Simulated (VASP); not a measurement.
A run of VASP 6.6.1 is set up as follows.

Contents of INCAR:

```
ALGO = Fast
EDIFF = 1E-7
ENCUT = 520
GGA = PS
ISIF = 2
ISMEAR = 0
LASPH = T
LCHARG = T
LELF = T
LREAL = F
LVHAR = T
LWAVE = F
NBANDS = 14
NELM = 100
PREC = Accurate
SIGMA = 0.15
```

KPOINTS

```
k-points
0
Gamma
  18 18 10
```

POSCAR

```
TiAl
1.0
    2.8672622327      0.0000000000      0.0000000000
   -1.4336311163      2.4831219328      0.0000000000
    0.0000000000      0.0000000000      4.6780830000
Ti Al
1 1
Direct
    0.0000000000      0.0000000000      0.0000000000
    0.3854489870      0.5242840531      0.5000000000
```

Potentials or basis: VASP PAW PBE potentials, release 64 (Ti_sv, Al).

Run with:

```console
$ cat potpaw_PBE.64/Ti_sv/POTCAR potpaw_PBE.64/Al/POTCAR > POTCAR
$ mpirun -np 1 vasp_std > vasp.out
```

**Question.** What does it give for the largest force?

**Answer.** 0.608 eV/Å.

**Question.** What does it give for the pressure?

**Answer.** -1.4 GPa.

Forces in eV/Å, atoms in the order of the input:
```
Ti   0.064 -0.605  0.000
Al  -0.064  0.605  0.000
```

Caveat: the cell differs from its parent crystal (all Al atoms moved +0.500 Å, as atom 2 along Cartesian [1 -1 0]); the PAW data sets were made with another functional, which shifts forces and pressure a little.
